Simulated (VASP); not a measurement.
## C: single point with PBE+D3(BJ)

Crystal: C.

```
C
1.0
    -2.46466    0.00000    0.00000
     0.00000    0.00000   -3.57197
     0.00000   -4.26892    0.00000
C
4
Direct
  0.50000 0.00000 0.16948
  0.00000 0.00000 0.65823
  0.00000 0.00000 0.33052
  0.50000 0.00000 0.84177
```

This cell differs from its parent crystal: atoms displaced along a vibrational mode.

```json
{
  "Program": "VASP 6.6.1",
  "Task": "single point",
  "Functional": "PBE",
  "Dispersion": "D3(BJ)",
  "Potentials or basis": "VASP PAW PBE potentials, release 64 (C)",
  "Cutoff": "520 eV",
  "k mesh": "18 × 12 × 10",
  "Occupations": "gaussian, width 0.15 eV",
  "Spin": "no spin polarisation",
  "Dipole correction": "no",
  "Further INCAR settings": "ALGO = Normal; EDIFF = 1e-06; NBANDS = 16"
}
```

```json
{
  "Pressure": "1.1 GPa",
  "Largest force": "3.179 eV/Å",
  "Band gap on the k mesh": "zero (bands 8 and 9 overlap by 0.58 eV)",
  "Dispersion energy per atom": "-0.145 eV"
}
```

Forces in eV/Å, atoms in the order of the input:
```
C    0.000  0.562  0.000
C    0.000 -3.179  0.000
C    0.000 -0.562  0.000
C    0.000  3.179  0.000
```

Stress tensor (GPa, compression positive):
```
-0.19  0.00  0.00
 0.00  3.55  0.00
 0.00  0.00 -0.12
```

Levels at points of the mesh, in eV from the Fermi level:
| k point | band 6 | band 7 | band 8 | band 9 | band 10 | band 11 |
| --- | --- | --- | --- | --- | --- | --- |
| (0.00, 0.00, 0.00) | -3.36 | -2.58 | -1.65 | 2.05 | 3.83 | 7.26 |
| (0.50, 0.00, 0.00) | -9.15 | -2.24 | -2.24 | 3.40 | 3.40 | 9.26 |
| (0.00, 0.50, 0.00) | -3.34 | -2.66 | -2.55 | 0.81 | 7.49 | 7.87 |
| (0.50, 0.50, 0.00) | -9.08 | -3.34 | -3.34 | 2.57 | 2.57 | 10.30 |
| (0.00, 0.00, 0.50) | -5.40 | -4.94 | -4.26 | 5.62 | 5.73 | 7.21 |
| (0.50, 0.00, 0.50) | -6.48 | -1.94 | -1.94 | 2.52 | 2.52 | 7.16 |
| (0.00, 0.50, 0.50) | -6.31 | -5.39 | -4.23 | 6.55 | 7.15 | 8.00 |
| (0.50, 0.50, 0.50) | -6.45 | -2.93 | -2.93 | 1.21 | 1.21 | 7.41 |

Wall time 67 s on 1 thread of AMD EPYC 9R45 96-Core Processor (Zen 5), on a shared host, peak memory 0.26 GiB.

Caveat: the cell differs from its parent crystal (atoms displaced along a vibrational mode); forces of over 1 eV/Å act on the atoms, so gaps and moduli don't describe the material at rest.
